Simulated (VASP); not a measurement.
# Ge (Fm-3m) in VASP: further runs

Ge is run at these levels: PBE, PBEsol+D4; tasks: single point.

Program: VASP 6.6.1. These are calculated values, not measurements. Logs are shortened: lines on timing, memory, paths and dates and some standing lists are left out, and cuts for length are marked.

## 1. The cell of the first run

The structure is cubic, space group Fm-3m (No. 225). The conventional cell has a = 4.197 Å, b = 4.197 Å, c = 4.197 Å, α = 90.00°, β = 90.00°, γ = 90.00°. Ge (site symmetry m-3m) has 12 Ge at 2.97 Å within 3.9 Å.

## 2. Single point, PBE

File INCAR:

```
ALGO     = Normal         # electronic algorithm
EDIFF    = 1E-6           # SCF threshold, eV
ENCUT    = 500            # plane-wave cutoff, eV
GGA      = PE             # functional
GGA_COMPAT= False        
ISIF     = 2              # what is computed and relaxed
ISMEAR   = 0              # smearing method
ISYM     = 0            
LASPH    = True           # aspherical terms in the spheres
LCHARG   = True           # write CHGCAR
LELF     = True           # ELF
LREAL    = False          # projectors in reciprocal space
LVHAR    = True         
LWAVE    = False          # write WAVECAR
NBANDS   = 13             # bands
NELECT   = 15.0         
NELM     = 120            # most SCF steps
PREC     = Accurate       # precision mode
SIGMA    = 0.1            # smearing width, eV
```

File KPOINTS:

```
Automatic mesh
0
Gamma
  1 6 10
  0.5 0.5 0.5
```

File POSCAR:

```
Ge
1.0
    0.0000000000      2.0983605250      2.0983605250
    2.0983605250      0.0000000000      2.0983605250
    2.0983605250      2.0983605250      0.0000000000
Ge
1
Direct
    0.0000000000      0.0000000000      0.0000000000
```

Potentials or basis: VASP PAW PBE potentials, release 64 (Ge_d).

Started as:

```bash
$ cat potpaw_PBE.64/Ge_d/POTCAR > POTCAR
$ mpirun -np 1 vasp_std > vasp.out
```

OUTCAR:

```text
EDIFF = 1E-6
   ENCUT = 500
   GGA = PE
   ISIF = 2
   ISMEAR = 0
   ISYM = 0
   LASPH = True
   LREAL = False
   NELECT = 15.0
   NELM = 120
   PREC = Accurate

 ion  position               nearest neighbor table
   1  0.000  0.000  0.000-

IMPORTANT INFORMATION: All symmetrisations will be switched off!
NOSYMM: (Re-)initialisation of all symmetry stuff for point group C_1.

----------------------------------------------------------------------------------------

                                     Primitive cell

  volume of cell :      18.4787

  direct lattice vectors                    reciprocal lattice vectors
     0.000000000  2.098360525  2.098360525    -0.238281265  0.238281265  0.238281265
     2.098360525  0.000000000  2.098360525     0.238281265 -0.238281265  0.238281265
     2.098360525  2.098360525  0.000000000     0.238281265  0.238281265 -0.238281265

  length of vectors
     2.967529913  2.967529913  2.967529913     0.412715257  0.412715257  0.412715257

  position of ions in fractional coordinates (direct lattice)
     0.000000000  0.000000000  0.000000000

  ion indices of the primitive-cell ions
   primitive index   ion index
                 1           1

----------------------------------------------------------------------------------------

 KPOINTS: Automatic mesh

Automatic generation of k-mesh.
 Grid dimensions read from file:
 generate k-points for:    1    6   10

 Generating k-lattice:

  Cartesian coordinates                     Fractional coordinates (reciprocal lattice)
    -0.238281265  0.238281265  0.238281265     1.000000000  0.000000000  0.000000000
     0.039713544 -0.039713544  0.039713544     0.000000000  0.166666667  0.000000000
     0.023828126  0.023828126 -0.023828126     0.000000000  0.000000000  0.100000000

  Length of vectors
     0.412715257  0.068785876  0.041271526

  Shift w.r.t. Gamma in fractional coordinates (k-lattice)
     0.500000000  0.500000000  0.500000000

 -----------------------------------------------------------------------------
|                                                                             |
|           W    W    AA    RRRRR   N    N  II  N    N   GGGG   !!!           |
|           W    W   A  A   R    R  NN   N  II  NN   N  G    G  !!!           |
|           W    W  A    A  R    R  N N  N  II  N N  N  G       !!!           |
|           W WW W  AAAAAA  RRRRR   N  N N  II  N  N N  G  GGG   !            |
|           WW  WW  A    A  R   R   N   NN  II  N   NN  G    G                |
|           W    W  A    A  R    R  N    N  II  N    N   GGGG   !!!           |
|                                                                             |
|     Your reciprocal lattice and k-lattice belong to different lattice       |
|     classes:                                                                |
|                                                                             |
|        The reciprocal lattice is body-centered cubic,                       |
|        whereas your k-lattice is simple monoclinic.                         |
|                                                                             |
|     Results are often still useful ...                                      |
|                                                                             |
 -----------------------------------------------------------------------------

 WARNING: IBZKPT: internal override: KBLOWUP is changed to .FALSE.
      ... skipping the blow-up phase ...

 Subroutine IBZKPT returns following result:
 ===========================================

 Found     30 irreducible k-points:

 Following reciprocal coordinates:
            Coordinates               Weight
  0.500000  0.083333  0.050000      2.000000
  0.500000  0.250000  0.050000      2.000000
  0.500000  0.416667  0.050000      2.000000
  0.500000 -0.416667  0.050000      2.000000
  0.500000 -0.250000  0.050000      2.000000
  0.500000 -0.083333  0.050000      2.000000
[... 16 lines left out ...]
  0.500000 -0.250000  0.350000      2.000000
  0.500000 -0.083333  0.350000      2.000000
 [... further k-points ...]
   k-points           NKPTS =     30   k-points in BZ     NKDIM =     30   number of bands    NBANDS=     13
   number of dos      NEDOS =    301   number of ions     NIONS =      1
   total plane-waves  NPLWV =  13824
   dimension x,y,z NGX =    24 NGY =   24 NGZ =   24
   dimension x,y,z NGXF=    48 NGYF=   48 NGZF=   48
   ions per type =               1
   NGX,Y,Z   is equivalent  to a cutoff of  13.45, 13.45, 13.45 a.u.
   NGXF,Y,Z  is equivalent  to a cutoff of  26.89, 26.89, 26.89 a.u.
 SYSTEM =  unknown system
   PREC   = accura    normal or accurate (medium, high low for compatibility)
   ISTART =      0    job   : 0-new  1-cont  2-samecut
   ICHARG =      2    charge: 1-file 2-atom 10-const
   ISPIN  =      1    spin polarized calculation?
   LNONCOLLINEAR =      F non collinear calculations
   LSORBIT =      F    spin-orbit coupling
   LASPH  =      T    aspherical Exc in radial PAW
   ENCUT  =  500.0 eV  36.75 Ry    6.06 a.u.   5.41  5.41  5.41*2*pi/ulx,y,z
   NELM   =    120;   NELMIN=  2; NELMDL= -5     # of ELM steps
   EDIFF  = 0.1E-05   stopping-criterion for ELM
   LREAL  =      F    real-space projection
   EDIFFG = 0.1E-04   stopping-criterion for IOM
   NSW    =      0    number of steps for IOM
   IBRION =     -1    ionic relax: 0-MD 1-quasi-New 2-CG
   NFREE  =      0    steps in history (QN), initial steepest desc. (CG)
   ISIF   =      2    stress and relaxation
   ISYM   =      0    0-nonsym 1-usesym 2-fastsym
   POTIM  = 0.5000    time-step for ionic-motion
   TEBEG  =    0.0;   TEEND  =   0.0 temperature during run
   PSTRESS=    0.0 pullay stress
   NELECT =      15.0000    total number of electrons
   NUPDOWN=      -1.0000    fix difference up-down
   EMIN   =  10.00;   EMAX   =-10.00  energy-range for DOS
   EFERMI =   0.00;   METHOD = LEGACY
   ISMEAR =     0;   SIGMA  =   0.10  broadening in eV -4-tet -1-fermi 0-gaus
   EFERMI_NEDOS =   21; number of points for ismear=-14 and -15
   IALGO  =     38    algorithm
   IMIX   =      4    mixing-type and parameters
     AMIX     =   0.40;   BMIX     =  1.00
     AMIX_MAG =   1.60;   BMIX_MAG =  1.00
  volume/ion in A,a.u.               =      18.48       124.70
  Fermi-wavevector in a.u.,A,eV,Ry     =   1.527150  2.885896 31.731349  2.332188
  Thomas-Fermi vector in A             =   2.635086
   LORBIT       =      0    0 simple, 1 ext, 2 COOP (PROOUT), +10 PAW based schemes
   GGA     = PE    functional components
   LHFCALC =     F    Hartree Fock is set to
   AEXX    =    0.0000 exact exchange contribution
   IVDW    =     0    specifies the selected vdW correction
   LEPSILON=     F    determine dielectric tensor
   LRPA    =     F    only Hartree local field effects (RPA)
 non-spin polarized calculation
 Gauss-broadening in eV      SIGMA  =   0.10
  energy-cutoff  :      500.00
  volume of cell :       18.48
 maximum number of plane-waves:       481
 NGX is ok and might be reduce to    20
   NGX = 11   NGY = 11   NGZ = 11

 number of electron      14.9999991 magnetization

 Free energy of the ion-electron system (eV)
  ---------------------------------------------------
  ext. energy  EPLUGINS =         0.00000000
  ---------------------------------------------------
  free energy    TOTEN  =         3.30036223 eV

  energy without entropy =        3.30059759  energy(sigma->0) =        3.30047991

 E-fermi :   7.7062     XC(G=0): -12.0792

 val. band max:        7.5199902904   @ k =   0.5000  -0.2500   0.1500
 cond. band min:       7.8926942845   @ k =   0.5000  -0.4167   0.0500
 fundamental gap:      0.3727039941
 Fermi energy:         7.7062026745

 k-point     1 :       0.5000    0.0833    0.0500
  band No.  band energies     occupation
      1     -17.4795      2.00000
      2     -17.4499      2.00000
      3     -17.3956      2.00000
      4     -17.3387      2.00000
      5     -17.2655      2.00000
      6      -1.7107      2.00000
      7       1.4281      2.00000
      8      12.4889      0.00000
      9      13.3598      0.00000
     10      18.0030      0.00000
     11      19.2303      0.00000
     12      20.3016      0.00000
     13      22.3300      0.00000

 k-point     2 :       0.5000    0.2500    0.0500
  band No.  band energies     occupation
      1     -17.4621      2.00000
      2     -17.4506      2.00000
      3     -17.3936      2.00000
      4     -17.3481      2.00000
      5     -17.2635      2.00000
      6      -1.6977      2.00000
      7       3.8537      2.00000
      8       8.5393      0.00000
      9      10.5458      0.00000
     10      15.4001      0.00000
     11      21.0765      0.00000
     12      23.6648      0.00000
     13      26.6775      0.00000

 k-point     3 :       0.5000    0.4167    0.0500
  band No.  band energies     occupation
      1     -17.5078      2.00000
      2     -17.4549      2.00000
      3     -17.3649      2.00000
      4     -17.3153      2.00000
      5     -17.2570      2.00000
      6      -0.4139      2.00000
      7       4.0407      2.00000
      8       8.0515      0.00000
      9       8.9108      0.00000
     10      13.8823      0.00000
     11      14.7728      0.00000
     12      29.9454      0.00000
     13      33.0102      0.00000
[... 305 lines left out ...]
 k-point    23 :       0.5000   -0.2500    0.3500
  band No.  band energies     occupation
      1     -17.4634      2.00000
      2     -17.4245      2.00000
      3     -17.3971      2.00000
      4     -17.3541      2.00000
      5     -17.2596      2.00000
      6       0.8752      2.00000
      7       3.6255      2.00000
      8       5.1992      2.00000
      9       7.5200      1.99155
     10      17.6963      0.00000
     11      20.8655      0.00000
     12      23.5030      0.00000
     13      26.4167      0.00000

 k-point    24 :       0.5000   -0.0833    0.3500
  band No.  band energies     occupation
      1     -17.5009      2.00000
      2     -17.4405      2.00000
      3     -17.3677      2.00000
      4     -17.3277      2.00000
      5     -17.2593      2.00000
      6       0.7644      2.00000
      7       3.1903      2.00000
      8       6.3864      2.00000
      9       8.2873      0.00000
     10      14.9035      0.00000
     11      16.9825      0.00000
     12      28.1316      0.00000
     13      30.1846      0.00000

 [... further k-points ...]

------------------------ aborting loop because EDIFF is reached ----------------------------------------

  FORCE on cell =-STRESS in cart. coord.  units (eV):
  Direction    XX          YY          ZZ          XY          YZ          ZX
  --------------------------------------------------------------------------------------
  -------------------------------------------------------------------------------------
  Total        5.9289275     15.5201652     15.5201658      0.9164067      7.7268217     -0.9163874
  in kB      514.0630685   1345.6639093   1345.6639592     79.4563336    669.9480907    -79.4546568
  external PRESSURE =    1068.4636457 kB  Pullay stress =       0.0000000 kB

 VOLUME and BASIS-vectors are now :
 -----------------------------------------------------------------------------
  energy-cutoff  :      500.00
  volume of cell :       18.48
      direct lattice vectors                 reciprocal lattice vectors
     0.000000000  2.098360525  2.098360525    -0.238281265  0.238281265  0.238281265
     2.098360525  0.000000000  2.098360525     0.238281265 -0.238281265  0.238281265
     2.098360525  2.098360525  0.000000000     0.238281265  0.238281265 -0.238281265

 POSITION                                       TOTAL-FORCE (eV/Angst)
 -----------------------------------------------------------------------------------
      0.00000      0.00000      0.00000         0.000000      0.000001      0.000000
 -----------------------------------------------------------------------------------
    total drift:                                0.000000      0.000001      0.000000

  FREE ENERGIE OF THE ION-ELECTRON SYSTEM (eV)
  ---------------------------------------------------
  free  energy   TOTEN  =         3.3003622323 eV

  energy  without entropy=        3.3005975915  energy(sigma->0) =        3.30047991
```

Run time: 8.4 s. Hardware: 1 thread of AMD EPYC 7R43 (Zen 3), shared host; peak memory 0.1 GiB.

The run converged, but its numbers aren't listed here, since they failed a check.

Caveat: the k points lie up to 2.59 Å⁻¹ apart; the cell carries a net charge on a neutralising background, which shifts energy and pressure; the cell is charged against a uniform background, so pressure and absolute levels hang on convention.

[end of part 1 of 2]
